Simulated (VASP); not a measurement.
Wanted: the native input for a VASP 6.6.1 run.

- Task: single point
- Functional: PBE
- Dispersion: D3(BJ)
- Potentials or basis: VASP PAW PBE potentials, release 64 (Si, S)
- Cutoff: 520 eV
- k mesh: 7 × 4 × 1
- Occupations: gaussian, width 0.05 eV
- Spin: collinear spin, ferromagnetic start
- Starting moments: [0.0, 0.0, 0.0, 0.0, 0.0, 0.0, 0.0, 0.0, 2.0] μB
- Dipole correction: yes
- Further INCAR settings: ALGO = Normal; EDIFF = 1e-06; NBANDS = 33

The structure of Si8S lies in POSCAR:

```
Si8S
1.0
    3.8155170197      0.0000000000      0.0000000000
    0.0000000000      6.3129357895      0.0000000000
    0.0000000000      0.0000000000     21.2318711397
Si S
8 1
Direct
    0.0000000000      0.9369021388      0.1883960191
    0.0000000000      0.5630978612      0.1883960191
    0.5000000000      0.4369021388      0.2402729771
    0.5000000000      0.0630978612      0.2402729771
    0.5000000000      0.9332664454      0.3446595292
    0.5000000000      0.5667335546      0.3446595292
    0.0000000000      0.4266292815      0.3877129380
    0.0000000000      0.0733707185      0.3877129380
    0.0000000000      1.2599626148      0.5290099523
```

One way to write it, as run:

INCAR

```
PREC = Accurate
ENCUT = 520
EDIFF = 1E-6
ISMEAR = 0
SIGMA = 0.05
LREAL = False
LASPH = True
NELM = 150
ALGO = Normal
ISIF = 2
LWAVE = False
LCHARG = False
ISPIN = 2
MAGMOM = 0 0 0 0 0 0 0 0 2
LORBIT = 11
LDIPOL = True
IDIPOL = 3
DIPOL = 0.5 0.5 0.317
GGA = PE
IVDW = 12
NBANDS = 33
```

KPOINTS

```
regular mesh
0
Gamma
  7 4 1
```

Potentials or basis: VASP PAW PBE potentials, release 64 (Si, S).

Command:

```bash
$ cat potpaw_PBE.64/Si/POTCAR potpaw_PBE.64/S/POTCAR > POTCAR
$ mpirun -np 1 vasp_std > vasp.out
```

It gave:

| Quantity | Value |
| --- | --- |
| Largest force | 2.459 eV/Å |
| Net moment | 0.43 μB per cell |
| Site moments | Si -0.01, -0.00, -0.02; S +0.38 μB |
| Valence electrons inside the program's atomic spheres | Si 1.64, 1.67, 1.71, 1.66; S 3.48 |
| Dispersion energy per atom | -0.252 eV |

Run time: 9.4 min on 1 thread of Intel(R) Xeon(R) 6975P-C (Granite Rapids), with other jobs on the host, peak memory 0.82 GiB.
